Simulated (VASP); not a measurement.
# TiB2 (P6/mmm) in VASP: single point with LDA+U

Aim: the single point of TiB2 with LDA+U.

All numbers are computed with VASP 6.6.1; they aren't measurements. Logs are shortened: lines on timing, memory, paths and dates and some standing lists are left out, and cuts for length are marked.

## (1) The cell of the first run

The structure is hexagonal, space group P6/mmm (No. 191). The conventional cell has a = 3.029 Å, b = 3.029 Å, c = 3.228 Å, α = 90.00°, β = 90.00°, γ = 120.00°. Ti (site symmetry 6/mmm) has 12 B at 2.38 Å and 6 Ti at 3.03 Å within 3.1 Å. Within 2.4 Å of B (site symmetry -6m2) lie 3 B at 1.75 Å and 6 Ti at 2.38 Å.

## (2) Single point, LDA+U

The input, INCAR:

```
SYSTEM = TiB2
PREC = Accurate ; ENCUT = 1230
EDIFF = 1E-6 ; ISMEAR = -1
SIGMA = 0.05 ; LREAL = .FALSE.
LASPH = .TRUE. ; NELM = 200
ALGO = Normal ; ISIF = 2
LWAVE = .FALSE. ; LCHARG = .TRUE.
LMAXMIX = 4 ; LDAU = .TRUE.
LDAUTYPE = 2 ; LDAUL = 2 -1
LDAUU = 8 0 ; LDAUJ = 0 0
LDAUPRINT = 1 ; LELF = .TRUE.
LVHAR = .TRUE. ; NBANDS = 16
GGA_COMPAT = .FALSE.
```

The input, KPOINTS:

```
Automatic mesh
0
G
  10 10 8
  0 0 0
```

The input, POSCAR:

```
TiB2
1.0
    3.0292000000      0.0000000000      0.0000000000
   -1.5146000000      2.6233641531      0.0000000000
    0.0000000000      0.0000000000      3.2284000000
Ti B
1 2
Direct
    0.0000000000      0.0000000000      0.0000000000
    0.6666666667      0.3333333333      0.5000000000
    0.3333333333      0.6666666667      0.5000000000
```

Potentials or basis: VASP PAW LDA potentials, release 64 (Ti_sv, B_h).

Run with:

```sh
$ cat potpaw_LDA.64/Ti_sv/POTCAR potpaw_LDA.64/B_h/POTCAR > POTCAR
$ mpirun -np 1 vasp_std > vasp.out
```

OUTCAR:

```text
SYSTEM = TiB2
   PREC = Accurate
   ENCUT = 1230
   EDIFF = 1E-6
   ISMEAR = -1
   LREAL = .FALSE.
   LASPH = .TRUE.
   NELM = 200
   ISIF = 2

 ion  position               nearest neighbor table
   1  0.000  0.000  0.000-
   2  0.667  0.333  0.500-
   3  0.333  0.667  0.500-

  LATTYP: Found a hexagonal cell.
 ALAT       =     3.0292000000
 C/A-ratio  =     1.0657599366

  Lattice vectors:

 A1 = (   3.0292000000,   0.0000000000,   0.0000000000)
 A2 = (  -1.5146000000,   2.6233641531,   0.0000000000)
 A3 = (   0.0000000000,   0.0000000000,   3.2284000000)

Analysis of symmetry for initial positions (statically):
=====================================================================
 Subroutine PRICEL returns:
 Original cell was already a primitive cell.

 Routine SETGRP: Setting up the symmetry group for a
 hexagonal supercell.

 Subroutine GETGRP returns: Found 24 space group operations
 (whereof 24 operations were pure point group operations)
 out of a pool of 24 trial point group operations.

The static configuration has the point symmetry D_6h.

Analysis of symmetry for dynamics (positions and initial velocities):
=====================================================================
 Subroutine PRICEL returns:
 Original cell was already a primitive cell.

 Routine SETGRP: Setting up the symmetry group for a
 hexagonal supercell.

 Subroutine GETGRP returns: Found 24 space group operations
 (whereof 24 operations were pure point group operations)
 out of a pool of 24 trial point group operations.

The dynamic configuration has the point symmetry D_6h.

 Subroutine INISYM returns: Found 24 space group operations
 (whereof 24 operations are pure point group operations),
 and found     1 'primitive' translations

----------------------------------------------------------------------------------------

                                     Primitive cell

  volume of cell :      25.6551

  direct lattice vectors                    reciprocal lattice vectors
     3.029200000  0.000000000  0.000000000     0.330120164  0.190594965  0.000000000
    -1.514600000  2.623364153  0.000000000     0.000000000  0.381189931  0.000000000
     0.000000000  0.000000000  3.228400000     0.000000000  0.000000000  0.309750960

  length of vectors
     3.029200000  3.029200000  3.228400000     0.381189931  0.381189931  0.309750960

  position of ions in fractional coordinates (direct lattice)
     0.000000000  0.000000000  0.000000000
     0.666666667  0.333333333  0.500000000
     0.333333333  0.666666667  0.500000000

  ion indices of the primitive-cell ions
   primitive index   ion index
                 1           1
                 2           2
                 3           3

----------------------------------------------------------------------------------------

 KPOINTS: Automatic mesh

Automatic generation of k-mesh.
 Grid dimensions read from file:
 generate k-points for:   10   10    8

 Generating k-lattice:

  Cartesian coordinates                     Fractional coordinates (reciprocal lattice)
     0.033012016  0.019059497  0.000000000     0.100000000  0.000000000  0.000000000
     0.000000000  0.038118993  0.000000000     0.000000000  0.100000000  0.000000000
     0.000000000  0.000000000  0.038718870     0.000000000  0.000000000  0.125000000

  Length of vectors
     0.038118993  0.038118993  0.038718870

  Shift w.r.t. Gamma in fractional coordinates (k-lattice)
     0.000000000  0.000000000  0.000000000

 Subroutine IBZKPT returns following result:
 ===========================================

 Found     70 irreducible k-points:

 Following reciprocal coordinates:
            Coordinates               Weight
  0.000000  0.000000  0.000000      1.000000
  0.100000 -0.000000  0.000000      6.000000
  0.200000 -0.000000  0.000000      6.000000
  0.300000 -0.000000  0.000000      6.000000
  0.400000 -0.000000  0.000000      6.000000
  0.500000 -0.000000  0.000000      3.000000
[... 16 lines left out ...]
  0.300000  0.100000  0.125000     24.000000
  0.400000  0.100000  0.125000     24.000000
 [... further k-points ...]
   k-points           NKPTS =     70   k-points in BZ     NKDIM =     70   number of bands    NBANDS=     16
   number of dos      NEDOS =    301   number of ions     NIONS =      3
   total plane-waves  NPLWV =  51840
   dimension x,y,z NGX =    36 NGY =   36 NGZ =   40
   dimension x,y,z NGXF=    72 NGYF=   72 NGZF=   80
   ions per type =               1   2
   NGX,Y,Z   is equivalent  to a cutoff of  19.76, 19.76, 20.60 a.u.
   NGXF,Y,Z  is equivalent  to a cutoff of  39.51, 39.51, 41.20 a.u.
 SYSTEM =  TiB2
   PREC   = accura    normal or accurate (medium, high low for compatibility)
   ISTART =      0    job   : 0-new  1-cont  2-samecut
   ICHARG =      2    charge: 1-file 2-atom 10-const
   ISPIN  =      1    spin polarized calculation?
   LNONCOLLINEAR =      F non collinear calculations
   LSORBIT =      F    spin-orbit coupling
   LASPH  =      T    aspherical Exc in radial PAW
   ENCUT  = 1230.0 eV  90.40 Ry    9.51 a.u.   8.66  8.66  9.23*2*pi/ulx,y,z
   NELM   =    200;   NELMIN=  2; NELMDL= -5     # of ELM steps
   EDIFF  = 0.1E-05   stopping-criterion for ELM
   LREAL  =      F    real-space projection
   EDIFFG = 0.1E-04   stopping-criterion for IOM
   NSW    =      0    number of steps for IOM
   IBRION =     -1    ionic relax: 0-MD 1-quasi-New 2-CG
   NFREE  =      0    steps in history (QN), initial steepest desc. (CG)
   ISIF   =      2    stress and relaxation
   ISYM   =      2    0-nonsym 1-usesym 2-fastsym
   POTIM  = 0.5000    time-step for ionic-motion
   TEBEG  =    0.0;   TEEND  =   0.0 temperature during run
   PSTRESS=    0.0 pullay stress
   NELECT =      18.0000    total number of electrons
   NUPDOWN=      -1.0000    fix difference up-down
   EMIN   =  10.00;   EMAX   =-10.00  energy-range for DOS
   EFERMI =   0.00;   METHOD = LEGACY
   ISMEAR =    -1;   SIGMA  =   0.05  broadening in eV -4-tet -1-fermi 0-gaus
   EFERMI_NEDOS =   21; number of points for ismear=-14 and -15
   IALGO  =     38    algorithm
   IMIX   =      4    mixing-type and parameters
     AMIX     =   0.40;   BMIX     =  1.00
     AMIX_MAG =   1.60;   BMIX_MAG =  1.00
  volume/ion in A,a.u.               =       8.55        57.71
  Fermi-wavevector in a.u.,A,eV,Ry     =   1.454703  2.748990 28.792122  2.116161
  Thomas-Fermi vector in A             =   2.571823
   LORBIT       =      0    0 simple, 1 ext, 2 COOP (PROOUT), +10 PAW based schemes
 LDA+U is selected, type is set to LDAUTYPE =  2
   angular momentum for each species LDAUL =     2   -1
   U (eV)           for each species LDAUU =   8.0  0.0
   J (eV)           for each species LDAUJ =   0.0  0.0
   GGA     = CA    functional components
   LHFCALC =     F    Hartree Fock is set to
   AEXX    =    0.0000 exact exchange contribution
   IVDW    =     0    specifies the selected vdW correction
   LEPSILON=     F    determine dielectric tensor
   LRPA    =     F    only Hartree local field effects (RPA)
 non-spin polarized calculation
  energy-cutoff  :     1230.00
  volume of cell :       25.66
 maximum number of plane-waves:      2535
 NGX is ok and might be reduce to    36
   NGX = 17   NGY = 17   NGZ = 19

atom =   1  type =  1  l = 2

 onsite density matrix

spin component  1

  0.1909 -0.0000  0.0000  0.0000 -0.0000
 -0.0000  0.1857 -0.0000  0.0000 -0.0000
  0.0000 -0.0000  0.1527  0.0000 -0.0000
  0.0000  0.0000  0.0000  0.1857  0.0000
 -0.0000 -0.0000 -0.0000  0.0000  0.1909

spin component  2

  0.1909 -0.0000  0.0000  0.0000 -0.0000
 -0.0000  0.1857 -0.0000  0.0000 -0.0000
  0.0000 -0.0000  0.1527  0.0000 -0.0000
  0.0000  0.0000  0.0000  0.1857  0.0000
 -0.0000 -0.0000 -0.0000  0.0000  0.1909

 occupancies and eigenvectors

  o =  0.1527  v =  0.0000 -0.0000 -1.0000  0.0000 -0.0000  0.0000  0.0000  0.0000  0.0000  0.0000      0.0000  0.0000  0.0000  0.0000  0.0000  0.0000  0.0000  0.0000  0.0000  0.0000
  o =  0.1527  v =  0.0000  0.0000  0.0000  0.0000  0.0000  0.0000 -0.0000 -1.0000  0.0000 -0.0000      0.0000  0.0000  0.0000  0.0000  0.0000  0.0000  0.0000  0.0000  0.0000  0.0000
  o =  0.1857  v =  0.0000  0.0000  0.0000  0.0000  0.0000  0.0000 -1.0000  0.0000  0.0000  0.0000      0.0000  0.0000  0.0000  0.0000  0.0000  0.0000  0.0000  0.0000  0.0000  0.0000
  o =  0.1857  v =  0.0000 -1.0000  0.0000  0.0000  0.0000  0.0000  0.0000  0.0000  0.0000  0.0000      0.0000  0.0000  0.0000  0.0000  0.0000  0.0000  0.0000  0.0000  0.0000  0.0000
  o =  0.1857  v =  0.0000  0.0000  0.0000  1.0000 -0.0000  0.0000  0.0000  0.0000  0.0000  0.0000      0.0000  0.0000  0.0000  0.0000  0.0000  0.0000  0.0000  0.0000  0.0000  0.0000
  o =  0.1857  v =  0.0000  0.0000  0.0000  0.0000  0.0000  0.0000  0.0000  0.0000  1.0000 -0.0000      0.0000  0.0000  0.0000  0.0000  0.0000  0.0000  0.0000  0.0000  0.0000  0.0000
  o =  0.1909  v =  1.0000  0.0000  0.0000  0.0000  0.0000  0.0000  0.0000  0.0000  0.0000  0.0000      0.0000  0.0000  0.0000  0.0000  0.0000  0.0000  0.0000  0.0000  0.0000  0.0000
  o =  0.1909  v =  0.0000  0.0000  0.0000  0.0000  0.0000  1.0000  0.0000  0.0000  0.0000  0.0000      0.0000  0.0000  0.0000  0.0000  0.0000  0.0000  0.0000  0.0000  0.0000  0.0000
  o =  0.1909  v =  0.0000  0.0000  0.0000  0.0000  0.0000  0.0000 -0.0000  0.0000 -0.0000 -1.0000      0.0000  0.0000  0.0000  0.0000  0.0000  0.0000  0.0000  0.0000  0.0000  0.0000
  o =  0.1909  v =  0.0000 -0.0000  0.0000 -0.0000 -1.0000  0.0000  0.0000  0.0000  0.0000  0.0000      0.0000  0.0000  0.0000  0.0000  0.0000  0.0000  0.0000  0.0000  0.0000  0.0000

 number of electron      18.0000000 magnetization

 Free energy of the ion-electron system (eV)
  ---------------------------------------------------
  ext. energy  EPLUGINS =         0.00000000
  ---------------------------------------------------
  free energy    TOTEN  =       -20.60018411 eV

  energy without entropy =      -20.59355077  energy(sigma->0) =      -20.59686744

 E-fermi :  11.7109     XC(G=0): -13.0994

 val. band max:       11.6946502770   @ k =   0.2000   0.2000   0.1250
 cond. band min:      11.7136420786   @ k =   0.1000   0.1000   0.2500
 fundamental gap:      0.0189918016
 Fermi energy:        11.7109429464

 k-point     1 :       0.0000    0.0000    0.0000
  band No.  band energies     occupation
      1     -46.8818      2.00000
      2     -23.5556      2.00000
      3     -23.2348      2.00000
      4     -23.2348      2.00000
      5      -2.3295      2.00000
      6       8.6823      2.00000
[... 8 lines left out ...]
     15      16.7945      0.00000
     16      18.0924      0.00000
[... 420 lines left out ...]
  band No.  band energies     occupation
      1     -46.8262      2.00000
      2     -23.5913      2.00000
      3     -23.5160      2.00000
      4     -23.3412      2.00000
      5       1.3974      2.00000
      6       2.8703      2.00000
[... 8 lines left out ...]
     15      19.8812      0.00000
     16      20.6174      0.00000

 [... further k-points ...]
[... 5 lines left out ...]
  --------------------------------------------------------------------------------------
  -------------------------------------------------------------------------------------
  Total        0.5592193      0.5592193      1.6794340      0.0000000      0.0000000     -0.0000000
  in kB       34.9235864     34.9235864    104.8816865      0.0000000      0.0000000     -0.0000000
  external PRESSURE =      58.2429531 kB  Pullay stress =       0.0000000 kB

 VOLUME and BASIS-vectors are now :
 -----------------------------------------------------------------------------
  energy-cutoff  :     1230.00
  volume of cell :       25.66
      direct lattice vectors                 reciprocal lattice vectors
     3.029200000  0.000000000  0.000000000     0.330120164  0.190594965  0.000000000
    -1.514600000  2.623364153  0.000000000     0.000000000  0.381189931  0.000000000
     0.000000000  0.000000000  3.228400000     0.000000000  0.000000000  0.309750960

 POSITION                                       TOTAL-FORCE (eV/Angst)
 -----------------------------------------------------------------------------------
      0.00000      0.00000      0.00000         0.000000      0.000000     -0.000000
      1.51460      0.87445      1.61420         0.000000      0.000000     -0.000000
     -0.00000      1.74891      1.61420        -0.000000      0.000000      0.000000
 -----------------------------------------------------------------------------------
    total drift:                               -0.000000      0.000000      0.000000

  FREE ENERGIE OF THE ION-ELECTRON SYSTEM (eV)
  ---------------------------------------------------
  free  energy   TOTEN  =       -20.6001841104 eV

  energy  without entropy=      -20.5935507712  energy(sigma->0) =      -20.59686744
```

It took 4.3 min on 1 thread of AMD EPYC, shared host; peak memory 0.22 GiB.

What came out:

- Free energy: -20.6002 eV
- Pressure: 5.8 GPa
- Band gap on the k mesh: zero (bands 9 and 10 overlap by 0.63 eV)

Stress tensor (GPa, compression positive):
```
 3.49  0.00  0.00
 0.00  3.49  0.00
 0.00  0.00 10.49
```

Levels at points of the mesh, in eV from the Fermi level:
```
           k point  band 5  band 6  band 7  band 8  band 9  band 10  band 11  band 12  band 13  band 14
(0.00, 0.00, 0.00)  -14.04   -3.03   -2.83   -2.83   -2.07     2.15     2.15     3.60     3.60     5.08
(0.50, 0.00, 0.00)   -9.85   -9.74   -3.82   -3.35   -2.23     1.57     2.68     2.95     3.49     6.50
(0.00, 0.00, 0.50)  -12.06   -8.41   -1.04   -1.04   -0.10    -0.10     0.57     0.57     2.01     5.84
(0.50, 0.00, 0.50)   -9.96   -8.09   -4.89   -4.15   -3.98     2.91     3.14     4.63     4.65     4.76
```

Eigenvalues of the final occupation matrices:
| site | spin | trace | eigenvalues |
| --- | --- | --- | --- |
| site 1 d | 1 | 0.91 | 0.15 0.19 0.19 0.19 0.19 |
| site 1 d | 2 | 0.91 | 0.15 0.19 0.19 0.19 0.19 |

Caveat: the stress differs along the axes, from 3 to 10 GPa; U without spin polarisation on a metal has little footing; the U is typed as a test and isn't derived for this compound.
